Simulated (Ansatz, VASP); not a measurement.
## One calculation of Bi, two programs

The input INCAR:

```
ALGO     = Normal         # electronic algorithm
EDIFF    = 1E-6           # SCF threshold, eV
ENCUT    = 520            # plane-wave cutoff, eV
GGA      = PE             # functional
ISIF     = 2              # what is computed and relaxed
ISMEAR   = -1             # smearing method
LASPH    = T              # aspherical terms in the spheres
LCHARG   = F              # write CHGCAR
LREAL    = F              # projectors in reciprocal space
LWAVE    = F              # write WAVECAR
NBANDS   = 22             # bands
NELM     = 80             # most SCF steps
PREC     = Accurate       # precision mode
SIGMA    = 0.05           # smearing width, eV
```

File KPOINTS:

```
k-points
0
Gamma
  6 6 6
```

File POSCAR:

```
Bi
1.0
    2.2675000000      1.3091417354      3.7804800000
   -2.2675000000      1.3091417354      3.7804800000
    0.0000000000     -2.6182834708      3.7804800000
Bi
2
Direct
    0.7660000000      0.7660000000      0.7660000000
    0.2340000000      0.2340000000      0.2340000000
```

input.yaml

```yaml
crystal:
  lattice:
    - [2.2675, 1.3091417354, 3.78048]
    - [-2.2675, 1.3091417354, 3.78048]
    - [0.0, -2.6182834708, 3.78048]
  atoms:
    - { symbol: Bi, position: [0.766, 0.766, 0.766] }
    - { symbol: Bi, position: [0.234, 0.234, 0.234] }
hamiltonian:
  xc: pbe
  pseudopotentials: { kind: paw }
kpoints:
  mp_grid: { grid: [6, 6, 6] }
scf:
  occupations: { method: fermi_dirac, width: 0.05 }
output:
  forces: true
  stress: true
  eigenvalues: true
  write_density: true
  write_potential: true
  elf: true
  volumetric_format: npy
```

Alike in both runs: task single point; functional PBE; k mesh 6 × 6 × 6; occupations fermi-dirac, width 0.05 eV; no spin polarisation.

```csv
,VASP,Ansatz
version,VASP 6.6.1,Ansatz 0.2.0
potentials or method,"VASP PAW PBE potentials, release 64 (Bi_d)",Ansatz PAW
plane-wave cutoff (eV),520,420
valence electrons in the cell,30,30
```

VASP gave:

- gap on the k mesh at the Fermi level (eV): none
- pressure (GPa): 4.2
- traceless stress, the component that is largest in VASP (GPa): 0.61
- rms of the force components (eV/Å): 0.189

What did Ansatz give for the same quantities?

gap on the k mesh at the Fermi level (eV): none; pressure (GPa): 4.3; traceless stress, the component that is largest in VASP (GPa): 0.62; rms of the force components (eV/Å): 0.185.

Atom by atom the forces differ by 0.004 eV/Å (rms over components). A gap of «none» marks a metal or a gap that the smearing closes.

Neither program's run includes spin-orbit coupling.
